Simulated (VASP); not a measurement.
AlN: single point with PBEsol-based global hybrid with 25 % exact exchange

AlN:

```
CELL_PARAMETERS angstrom
0.00000 2.21273 2.21273
2.21273 0.00000 2.21273
2.21273 2.21273 0.00000
ATOMIC_POSITIONS crystal
Al 0.00000 0.00000 0.00000
N 0.25000 0.25000 0.25000
```

```
Program                            : VASP 6.6.1
Task                               : single point
Functional                         : PBEsol-based global hybrid with 25 % exact exchange
Potentials or basis                : VASP PAW PBE potentials, release 64 (Al, N)
Cutoff                             : 520 eV
k mesh                             : 5 × 5 × 5
Occupations                        : fermi-dirac, width 0.05 eV
Spin                               : no spin polarisation
Dipole correction                  : no
Grid for exact exchange (PRECFOCK) : Normal
Share of exact exchange            : 0.25
Further INCAR settings             : ALGO = Normal; EDIFF = 1e-06; NBANDS = 11
```

```json
{
 "Pressure": "-10.4 GPa",
 "Band gap on the k mesh": "5.78 eV (least direct gap 5.90 eV)"
}
```

Levels at points of the mesh, in eV from the valence-band top:
| k point | band 2 | band 3 | band 4 | band 5 | band 6 | band 7 |
| --- | --- | --- | --- | --- | --- | --- |
| (0.00, 0.00, 0.00) | 0.00 | 0.00 | 0.00 | 5.90 | 14.56 | 14.56 |

Run time: 4.8 min on 1 thread of AMD EPYC 7R43 64-Core Processor (Zen 3), with other jobs on the host, peak memory 0.09 GiB.

Caveat: the k points lie up to 0.49 Å⁻¹ apart; the PAW data sets were made with another functional, which shifts forces and pressure a little; an odd mesh through Γ misses points on the zone boundary, where band edges can lie.
